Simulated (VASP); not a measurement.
# Sb (Cmmm) in VASP: a series of runs

Sb is run at these levels: PBE; tasks: single point, relaxation of cell and atoms.

Program: VASP 6.6.1. These are calculated values, not measurements. Logs are shortened: lines on timing, memory, paths and dates and some standing lists are left out, and cuts for length are marked.

### 1 The cell of the first run

The structure is orthorhombic, space group Cmmm (No. 65). Conventional cell: a = 5.977 Å, b = 12.748 Å, c = 4.248 Å, α = 90.00°, β = 90.00°, γ = 90.00°. Sb (site symmetry m) has 4 Sb at 2.53 to 2.80 Å within 3.3 Å. Sb (site symmetry 2/m) has 6 Sb at 2.78 to 2.99 Å within 3.7 Å.

### 2 Single point, PBE

INCAR reads:

```
ALGO = Normal ; EDIFF = 1E-6
ENCUT = 520 ; GGA = PE
ISIF = 2 ; ISMEAR = 0
LASPH = T ; LCHARG = F
LREAL = F ; LWAVE = F
NBANDS = 24 ; NELM = 80
PREC = Accurate ; SIGMA = 0.1
```

KPOINTS reads:

```
k-points
0
Gamma
  4 4 4
```

POSCAR reads:

```
Sb
1.0
    2.9885618200     -6.3739824600      0.0000000000
    2.9885618200      6.3739824600      0.0000000000
    0.0000000000      0.0000000000      4.2477171800
Sb
6
Direct
    0.1019200500      0.3216338200      0.5000000000
    0.8980799500      0.6783661800      0.5000000000
    0.3216338200      0.1019200500      0.5000000000
    0.6783661800      0.8980799500      0.5000000000
    0.0000000000      0.5000000000      0.0000000000
    0.5000000000      0.0000000000      0.0000000000
```

Potentials or basis: VASP PAW PBE potentials, release 64 (Sb).

The run is started by

```console
$ cat potpaw_PBE.64/Sb/POTCAR > POTCAR
$ mpirun -np 1 vasp_std > vasp.out
```

OUTCAR:

```text
EDIFF = 1E-6
   ENCUT = 520
   GGA = PE
   ISIF = 2
   ISMEAR = 0
   LASPH = T
   LREAL = F
   NELM = 80
   PREC = Accurate

 ion  position               nearest neighbor table
   1  0.102  0.322  0.500-   4 2.53   5 2.78   5 2.78   3 2.80   4 3.45   2 3.60   2 3.78
   2  0.898  0.678  0.500-   3 2.53   5 2.78   5 2.78   4 2.80   3 3.45   1 3.60   1 3.78
   3  0.322  0.102  0.500-   2 2.53   6 2.78   6 2.78   1 2.80   2 3.45   4 3.60   4 3.78
   4  0.678  0.898  0.500-   1 2.53   6 2.78   6 2.78   2 2.80   1 3.45   3 3.60   3 3.78
   5  0.000  0.500  0.000-   1 2.78   2 2.78   1 2.78   2 2.78   6 2.99   6 2.99
   6  0.500  0.000  0.000-   3 2.78   4 2.78   3 2.78   4 2.78   5 2.99   5 2.99

  LATTYP: Found a base centered orthorhombic cell.
 ALAT       =     5.9771236400
 B/A-ratio  =     2.1327925751
 C/A-ratio  =     0.7106624249

  Lattice vectors:

 A1 = (   2.9885618200,  -6.3739824600,   0.0000000000)
 A2 = (   2.9885618200,   6.3739824600,   0.0000000000)
 A3 = (   0.0000000000,   0.0000000000,   4.2477171800)

Analysis of symmetry for initial positions (statically):
=====================================================================
 Subroutine PRICEL returns:
 Original cell was already a primitive cell.

 Routine SETGRP: Setting up the symmetry group for a
 base centered orthorhombic supercell.

 Subroutine GETGRP returns: Found  8 space group operations
 (whereof  8 operations were pure point group operations)
 out of a pool of  8 trial point group operations.

The static configuration has the point symmetry D_2h.

Analysis of symmetry for dynamics (positions and initial velocities):
=====================================================================
 Subroutine PRICEL returns:
 Original cell was already a primitive cell.

 Routine SETGRP: Setting up the symmetry group for a
 base centered orthorhombic supercell.

 Subroutine GETGRP returns: Found  8 space group operations
 (whereof  8 operations were pure point group operations)
 out of a pool of  8 trial point group operations.

The dynamic configuration has the point symmetry D_2h.

 Subroutine INISYM returns: Found  8 space group operations
 (whereof  8 operations are pure point group operations),
 and found     1 'primitive' translations

----------------------------------------------------------------------------------------

                                     Primitive cell

  volume of cell :     161.8299

  direct lattice vectors                    reciprocal lattice vectors
     2.988561820 -6.373982460  0.000000000     0.167304553 -0.078443893  0.000000000
     2.988561820  6.373982460  0.000000000     0.167304553  0.078443893  0.000000000
     0.000000000  0.000000000  4.247717180     0.000000000  0.000000000  0.235420570

  length of vectors
     7.039826287  7.039826287  4.247717180     0.184781649  0.184781649  0.235420570

  position of ions in fractional coordinates (direct lattice)
     0.101920050  0.321633820  0.500000000
     0.898079950  0.678366180  0.500000000
     0.321633820  0.101920050  0.500000000
     0.678366180  0.898079950  0.500000000
     0.000000000  0.500000000  0.000000000
     0.500000000  0.000000000  0.000000000

  ion indices of the primitive-cell ions
   primitive index   ion index
                 1           1
                 2           2
                 3           3
                 4           4
                 5           5
                 6           6

----------------------------------------------------------------------------------------

 KPOINTS: k-points

Automatic generation of k-mesh.
 Grid dimensions read from file:
 generate k-points for:    4    4    4

 Generating k-lattice:

  Cartesian coordinates                     Fractional coordinates (reciprocal lattice)
     0.041826138 -0.019610973  0.000000000     0.250000000  0.000000000  0.000000000
     0.041826138  0.019610973  0.000000000     0.000000000  0.250000000  0.000000000
     0.000000000  0.000000000  0.058855143     0.000000000  0.000000000  0.250000000

  Length of vectors
     0.046195412  0.046195412  0.058855143

  Shift w.r.t. Gamma in fractional coordinates (k-lattice)
     0.000000000  0.000000000  0.000000000

 Subroutine IBZKPT returns following result:
 ===========================================

 Found     21 irreducible k-points:

 Following reciprocal coordinates:
            Coordinates               Weight
  0.000000  0.000000  0.000000      1.000000
  0.250000  0.000000  0.000000      4.000000
  0.500000  0.000000  0.000000      2.000000
  0.250000  0.250000  0.000000      2.000000
  0.500000  0.250000  0.000000      4.000000
 -0.250000  0.250000  0.000000      2.000000
[... 13 lines left out ...]
 -0.250000  0.250000  0.500000      2.000000
  0.500000  0.500000  0.500000      1.000000
   k-points           NKPTS =     21   k-points in BZ     NKDIM =     21   number of bands    NBANDS=     24
   number of dos      NEDOS =    301   number of ions     NIONS =      6
   total plane-waves  NPLWV =  93312
   dimension x,y,z NGX =    54 NGY =   54 NGZ =   32
   dimension x,y,z NGXF=   108 NGYF=  108 NGZF=   64
   ions per type =               6
   NGX,Y,Z   is equivalent  to a cutoff of  12.75, 12.75, 12.52 a.u.
   NGXF,Y,Z  is equivalent  to a cutoff of  25.50, 25.50, 25.05 a.u.
 SYSTEM =  unknown system
   PREC   = accura    normal or accurate (medium, high low for compatibility)
   ISTART =      0    job   : 0-new  1-cont  2-samecut
   ICHARG =      2    charge: 1-file 2-atom 10-const
   ISPIN  =      1    spin polarized calculation?
   LNONCOLLINEAR =      F non collinear calculations
   LSORBIT =      F    spin-orbit coupling
   LASPH  =      T    aspherical Exc in radial PAW
   ENCUT  =  520.0 eV  38.22 Ry    6.18 a.u.  13.09 13.09  7.90*2*pi/ulx,y,z
   NELM   =     80;   NELMIN=  2; NELMDL= -5     # of ELM steps
   EDIFF  = 0.1E-05   stopping-criterion for ELM
   LREAL  =      F    real-space projection
   EDIFFG = 0.1E-04   stopping-criterion for IOM
   NSW    =      0    number of steps for IOM
   IBRION =     -1    ionic relax: 0-MD 1-quasi-New 2-CG
   NFREE  =      0    steps in history (QN), initial steepest desc. (CG)
   ISIF   =      2    stress and relaxation
   ISYM   =      2    0-nonsym 1-usesym 2-fastsym
   POTIM  = 0.5000    time-step for ionic-motion
   TEBEG  =    0.0;   TEEND  =   0.0 temperature during run
   PSTRESS=    0.0 pullay stress
   NELECT =      30.0000    total number of electrons
   NUPDOWN=      -1.0000    fix difference up-down
   EMIN   =  10.00;   EMAX   =-10.00  energy-range for DOS
   EFERMI =   0.00;   METHOD = LEGACY
   ISMEAR =     0;   SIGMA  =   0.10  broadening in eV -4-tet -1-fermi 0-gaus
   EFERMI_NEDOS =   21; number of points for ismear=-14 and -15
   IALGO  =     38    algorithm
   IMIX   =      4    mixing-type and parameters
     AMIX     =   0.40;   BMIX     =  1.00
     AMIX_MAG =   1.60;   BMIX_MAG =  1.00
  volume/ion in A,a.u.               =      26.97       182.01
  Fermi-wavevector in a.u.,A,eV,Ry     =   0.933460  1.763984 11.855402  0.871347
  Thomas-Fermi vector in A             =   2.060164
   LORBIT       =      0    0 simple, 1 ext, 2 COOP (PROOUT), +10 PAW based schemes
   GGA     = PE    functional components
   LHFCALC =     F    Hartree Fock is set to
   AEXX    =    0.0000 exact exchange contribution
   IVDW    =     0    specifies the selected vdW correction
   LEPSILON=     F    determine dielectric tensor
   LRPA    =     F    only Hartree local field effects (RPA)
 non-spin polarized calculation
 Gauss-broadening in eV      SIGMA  =   0.10
  energy-cutoff  :      520.00
  volume of cell :      161.83
 maximum number of plane-waves:      4388
 NGX is ok and might be reduce to    54
   NGX = 27   NGY = 27   NGZ = 15

 number of electron      30.0000001 magnetization

 Free energy of the ion-electron system (eV)
  ---------------------------------------------------
  ext. energy  EPLUGINS =         0.00000000
  ---------------------------------------------------
  free energy    TOTEN  =       -20.55669072 eV

  energy without entropy =      -20.54438775  energy(sigma->0) =      -20.55053924

 E-fermi :   8.8014     XC(G=0):  -9.8479

 val. band max:        8.7863367856   @ k =   0.0000   0.0000   0.5000
 cond. band min:       8.8235365650   @ k =   0.2500   0.2500   0.0000
 fundamental gap:      0.0371997793
 Fermi energy:         8.8014321433

 k-point     1 :       0.0000    0.0000    0.0000
  band No.  band energies     occupation
      1      -5.6914      2.00000
      2      -2.5604      2.00000
      3      -2.1721      2.00000
      4      -1.4365      2.00000
      5      -0.5164      2.00000
      6       2.3633      2.00000
[... 16 lines left out ...]
     23      13.1125      0.00000
     24      13.1825      0.00000

 k-point     2 :       0.2500    0.0000    0.0000
  band No.  band energies     occupation
      1      -5.4211      2.00000
      2      -3.4030      2.00000
      3      -2.1905      2.00000
      4      -1.4945      2.00000
      5      -0.1717      2.00000
      6       3.4026      2.00000
[... 16 lines left out ...]
     23      12.7557      0.00000
     24      13.8117      0.00000

 k-point     3 :       0.5000    0.0000    0.0000
  band No.  band energies     occupation
      1      -4.8371      2.00000
      2      -4.3321      2.00000
      3      -2.2264      2.00000
      4      -1.8291      2.00000
      5       1.0974      2.00000
      6       1.6821      2.00000
[... 16 lines left out ...]
     23      12.0917      0.00000
     24      12.1141      0.00000
[... 433 lines left out ...]
 k-point    20 :      -0.2500    0.2500    0.5000
  band No.  band energies     occupation
      1      -4.1293      2.00000
      2      -3.0971      2.00000
      3      -2.4408      2.00000
      4      -0.5583      2.00000
      5      -0.1893      2.00000
      6       1.3195      2.00000
[... 16 lines left out ...]
     23      13.8915      0.00000
     24      13.9601      0.00000

 k-point    21 :       0.5000    0.5000    0.5000
  band No.  band energies     occupation
      1      -3.6910      2.00000
      2      -3.1962      2.00000
      3      -3.0712      2.00000
      4      -0.7982      2.00000
      5      -0.2185      2.00000
      6       2.0684      2.00000
[... 16 lines left out ...]
     23      14.2814      0.00000
     24      14.6672      0.00000

------------------------ aborting loop because EDIFF is reached ----------------------------------------

  FORCE on cell =-STRESS in cart. coord.  units (eV):
  Direction    XX          YY          ZZ          XY          YZ          ZX
  --------------------------------------------------------------------------------------
  -------------------------------------------------------------------------------------
  Total       24.9171256     25.6933591     21.4648017      0.0000000      0.0000000      0.0000000
  in kB      246.6890247    254.3740310    212.5097044      0.0000000      0.0000000      0.0000000
  external PRESSURE =     237.8575867 kB  Pullay stress =       0.0000000 kB

 VOLUME and BASIS-vectors are now :
 -----------------------------------------------------------------------------
  energy-cutoff  :      520.00
  volume of cell :      161.83
      direct lattice vectors                 reciprocal lattice vectors
     2.988561820 -6.373982460  0.000000000     0.167304553 -0.078443893  0.000000000
     2.988561820  6.373982460  0.000000000     0.167304553  0.078443893  0.000000000
     0.000000000  0.000000000  4.247717180     0.000000000  0.000000000  0.235420570

 POSITION                                       TOTAL-FORCE (eV/Angst)
 -----------------------------------------------------------------------------------
      1.26582      1.40045      2.12386         3.481624     -1.040832      0.000000
      4.71131     -1.40045      2.12386        -3.481624      1.040832     -0.000000
      1.26582     -1.40045      2.12386         3.481624      1.040832      0.000000
      4.71131      1.40045      2.12386        -3.481624     -1.040832     -0.000000
      1.49428      3.18699      0.00000         0.000000     -0.000000      0.000000
      1.49428     -3.18699      0.00000         0.000000     -0.000000      0.000000
 -----------------------------------------------------------------------------------
    total drift:                               -0.000000      0.000000      0.000000

  FREE ENERGIE OF THE ION-ELECTRON SYSTEM (eV)
  ---------------------------------------------------
  free  energy   TOTEN  =       -20.5566907244 eV

  energy  without entropy=      -20.5443877514  energy(sigma->0) =      -20.55053924
```

Run time: 1.7 min. Hardware: 1 thread of Intel Xeon 6975P-C, shared host; peak memory 0.31 GiB.

Results:

| Property | Result |
| --- | --- |
| Free energy | -20.5567 eV |
| Pressure | 23.8 GPa |
| Largest force | 3.634 eV/Å |
| Band gap on the k mesh | zero (band 15 reaches 9.16 eV, above the bottom of band 16 at 8.16 eV) |

Forces in eV/Å, atoms in the order of the input:
```
Sb   3.482 -1.041  0.000
Sb  -3.482  1.041  0.000
Sb   3.482  1.041  0.000
Sb  -3.482 -1.041  0.000
Sb   0.000  0.000  0.000
Sb   0.000  0.000  0.000
```

Stress tensor (GPa, compression positive):
```
24.67  0.00  0.00
 0.00 25.44  0.00
 0.00  0.00 21.25
```

Caveat: the k points lie up to 0.37 Å⁻¹ apart; spin-orbit coupling is left out, which moves the levels of the heavy elements; forces of over 1 eV/Å act on the atoms, so gaps and moduli don't describe the material at rest.

### 3 Relaxation of cell and atoms, PBE

INCAR reads:

```
PREC     = Accurate       # precision mode
ENCUT    = 600            # plane-wave cutoff, eV
EDIFF    = 1E-7           # SCF threshold, eV
ISMEAR   = 0              # smearing method
SIGMA    = 0.1            # smearing width, eV
LREAL    = F              # projectors in reciprocal space
LASPH    = T              # aspherical terms in the spheres
NELM     = 80             # most SCF steps
ALGO     = Normal         # electronic algorithm
ISIF     = 3              # what is computed and relaxed
LWAVE    = F              # write WAVECAR
LCHARG   = F              # write CHGCAR
GGA      = PE             # functional
IBRION   = 2              # ionic algorithm
NSW      = 90             # ionic steps
EDIFFG   = -0.04          # ionic threshold
```

KPOINTS reads:

```
regular mesh
0
Gamma
  4 4 4
```

POSCAR is that of step 2.

Potentials or basis: VASP PAW PBE potentials, release 64 (Sb).

The run is started by

```console
$ cat potpaw_PBE.64/Sb/POTCAR > POTCAR
$ mpirun -np 1 vasp_std > vasp.out
```

It took 19 min on 1 thread of Intel Xeon 6975P-C, shared host; peak memory 0.37 GiB.

It converged, with:

| Quantity | Value |
| --- | --- |
| Free energy | -23.9858 eV |
| Relaxed volume | 33.58 Å³/atom |
| Relaxed cell | a = 7.703 Å, b = 7.703 Å, c = 4.585 Å, α = 90.00°, β = 90.00°, γ = 132.21° |
| Space group after relaxing (to 0.05 Å) | Pmmm (No. 47) |
| Energy gained by relaxing | 571.5 meV/atom |
| Ionic steps | 19 |
| Pressure after relaxing | 0.0 GPa |
| Largest force after relaxing | 0.037 eV/Å |
| Band gap on the k mesh | zero (band 15 reaches 6.33 eV, above the bottom of band 16 at 5.47 eV) |

Forces on the atoms (eV/Å):
```
Sb   0.037  0.002  0.000
Sb  -0.037 -0.002  0.000
Sb   0.037 -0.002  0.000
Sb  -0.037  0.002  0.000
Sb   0.000  0.000  0.000
Sb   0.000  0.000  0.000
```

The path:
| step | energy change (eV) | largest force (eV/Å) | pressure (GPa) | volume (Å³) |
| --- | --- | --- | --- | --- |
| 1 | 0.0000 | 3.6336 | 23.78 | 161.83 |
| 2 | -1.1810 | 0.3140 | -6.95 | 274.82 |
| 3 | -3.2007 | 0.3091 | -0.70 | 210.75 |
| 4 | -3.2060 | 0.3140 | -0.33 | 209.08 |
| 5 | -3.2071 | 0.3200 | -0.05 | 207.84 |
| 6 | -3.2943 | 0.3314 | -0.44 | 208.95 |
| 7 | -3.2985 | 0.2757 | -0.42 | 208.78 |
| 8 | -3.3150 | 0.2821 | -0.11 | 206.53 |
| 9 | -3.3407 | 0.3973 | 0.97 | 199.87 |
| 10 | -3.3493 | 0.3911 | 0.94 | 199.68 |
| 11 | -3.3738 | 0.3472 | 0.90 | 199.12 |
| 12 | -3.4072 | 0.1807 | 0.95 | 197.98 |
| 13 | -3.3815 | 0.2709 | 1.57 | 195.73 |
| 14 | -3.4137 | 0.0741 | 1.06 | 197.34 |
| 15 | -3.4250 | 0.0640 | 0.47 | 199.57 |
| 16 | -3.4278 | 0.0566 | -0.05 | 201.70 |
| 17 | -3.4279 | 0.0573 | 0.00 | 201.48 |
| 18 | -3.4281 | 0.0522 | 0.00 | 201.48 |
| 19 | -3.4287 | 0.0372 | 0.00 | 201.50 |

Final structure:
```yaml
crystal:
  lattice:
    - [3.12035, -7.04267, 0.00000]
    - [3.12035, 7.04267, 0.00000]
    - [0.00000, 0.00000, 4.58468]
  atoms:
    - { symbol: Sb, position: [0.14399, 0.35333, 0.50000] }
    - { symbol: Sb, position: [0.85601, 0.64667, 0.50000] }
    - { symbol: Sb, position: [0.35333, 0.14399, 0.50000] }
    - { symbol: Sb, position: [0.64667, 0.85601, 0.50000] }
    - { symbol: Sb, position: [0.00000, 0.50000, 0.00000] }
    - { symbol: Sb, position: [0.50000, 0.00000, 0.00000] }
```

Levels at points of the mesh, in eV from the Fermi level:
| k point | band 11 | band 12 | band 13 | band 14 | band 15 | band 16 | band 17 | band 18 | band 19 |
| --- | --- | --- | --- | --- | --- | --- | --- | --- | --- |
| (0.00, 0.00, 0.00) | -2.00 | -1.62 | -1.36 | -1.12 | -0.63 | 0.26 | 0.99 | 2.45 | 2.60 |
| (0.50, 0.00, 0.00) | -1.64 | -1.61 | -0.46 | -0.46 | -0.39 | -0.38 | 0.37 | 0.37 | 1.88 |
| (0.50, 0.50, 0.00) | -2.64 | -1.73 | -1.65 | -0.49 | 0.11 | 0.29 | 1.07 | 1.32 | 2.64 |
| (0.00, 0.00, 0.50) | -3.24 | -2.75 | -2.30 | -0.85 | -0.43 | 1.85 | 2.01 | 2.30 | 2.63 |
| (0.50, 0.00, 0.50) | -0.77 | -0.76 | -0.72 | -0.63 | -0.05 | -0.05 | 0.31 | 0.34 | 0.81 |
| (0.50, 0.50, 0.50) | -2.80 | -2.77 | -2.70 | -2.28 | -0.43 | 0.09 | 0.99 | 2.61 | 3.50 |

Caveat: the k points lie up to 0.34 Å⁻¹ apart in the final cell; the volume moved by over 15 % at a fixed basis, so the end points are rough; spin-orbit coupling is left out, which moves the levels of the heavy elements.
